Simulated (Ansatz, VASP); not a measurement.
One calculation of Ni, two programs

```xyz
4
Lattice="2.5281 0.0000 0.0000 -1.2640 2.1894 0.0000 0.0000 0.0000 8.2840" Properties=species:S:1:pos:R:3 pbc="T T T"
Ni    0.0000    0.0000    8.2840
Ni    0.0000    0.0000    4.1420
Ni    0.0000    1.4596    2.0710
Ni    1.2640    0.7298    6.2130
```

Alike in both runs: functional BLYP; k mesh 14 × 14 × 4; occupations fermi-dirac, width 0.05 eV; collinear spin.

Ansatz relaxed the structure, and its values are those at the end. VASP's run is a single point on that final structure, the one shown.

|  | VASP | Ansatz |
| --- | --- | --- |
| version | VASP 6.6.1 | Ansatz 0.2.0 |
| potentials or method | VASP PAW PBE potentials, release 64 (Ni), cutoff 520 eV | plane waves (420 eV) with PAW, scalar-relativistic |
| valence electrons in the cell | 40 | 72 |

```tsv
	VASP	Ansatz	Ansatz less VASP
pressure (GPa)	0.1	0.0	-0.06
net moment per atom (μB)	0.60	0.63	+0.027
size of the moment on the site where the two differ most (μB)	0.61	0.66	+0.051
```

VASP's potentials were made for PBE, not for BLYP. Site moments also hang on the region over which each program counts them. With one functional, cell and mesh, what is left measures potentials, basis and numerics. VASP's potentials hold 40 valence electrons a cell and Ansatz's 72, so a difference there can come from the potentials and not from the codes.
